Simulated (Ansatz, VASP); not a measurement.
One calculation of BeGe3, two programs

INCAR

```
ALGO = Normal ; EDIFF = 1E-6
EDIFFG = -0.01 ; ENCUT = 600
GGA = PE ; IBRION = 2
ISIF = 3 ; ISMEAR = 0
LASPH = True ; LCHARG = False
LREAL = False ; LWAVE = False
NELM = 100 ; NSW = 100
PREC = Accurate ; SIGMA = 0.1
```

The input KPOINTS:

```
k-points
0
Gamma
  12 12 12
```

POSCAR

```
BeGe3
1.0
    4.0626932547      0.0000000000      0.0000000000
    0.0000000000      4.0626932547      0.0000000000
    0.0000000000      0.0000000000      4.0626932547
Be Ge
1 3
Direct
    0.0000000000      0.0000000000      0.0000000000
    0.0000000000      0.5000000000      0.5000000000
    0.5000000000      0.0000000000      0.5000000000
    0.5000000000      0.5000000000      0.0000000000
```

Input for Ansatz:

```yaml
crystal:
  lattice:
    - [4.0626932547, 0.0, 0.0]
    - [0.0, 4.0626932547, 0.0]
    - [0.0, 0.0, 4.0626932547]
  atoms:
    - { symbol: Be, position: [0.0, 0.0, 0.0] }
    - { symbol: Ge, position: [0.0, 0.5, 0.5] }
    - { symbol: Ge, position: [0.5, 0.0, 0.5] }
    - { symbol: Ge, position: [0.5, 0.5, 0.0] }
basis:
  ecutwfc: 420
kpoints:
  mp_grid: { grid: [12, 12, 12] }
hamiltonian:
  xc: pbe
scf:
  occupations: { method: gaussian, width: 0.1 }
output:
  forces: true
  stress: true
  eigenvalues: true
  write_density: true
  write_potential: true
  elf: true
  volumetric_format: npy
relax:
  adjacent_minimum: "off"
  f_tol: 0.01
  max_steps: 80
  cell: { stress_tol: 0.05 }
```

Alike in both runs: task relaxation of cell and atoms; functional PBE; k mesh 12 × 12 × 12; occupations gaussian, width 0.1 eV; no spin polarisation.

|  | VASP | Ansatz |
| --- | --- | --- |
| version | VASP 6.6.1 | Ansatz 0.2.0 |
| potentials or method | VASP PAW PBE potentials, release 64 (Be, Ge_d), cutoff 600 eV | scalar-relativistic, plane waves, PAW |
| valence electrons in the cell | 44 | 44 |

```tsv
	VASP	Ansatz	Ansatz less VASP
gap on the k mesh at the Fermi level, each at its own relaxed structure (eV)	none	none	-
relaxed volume (Å³/atom)	16.99	16.98	-0.011
relaxed length of the cell vector where the two differ most in proportion (Å)	4.081	4.080	-0.0009
```

A gap of «none» marks a metal or a gap that the smearing closes.
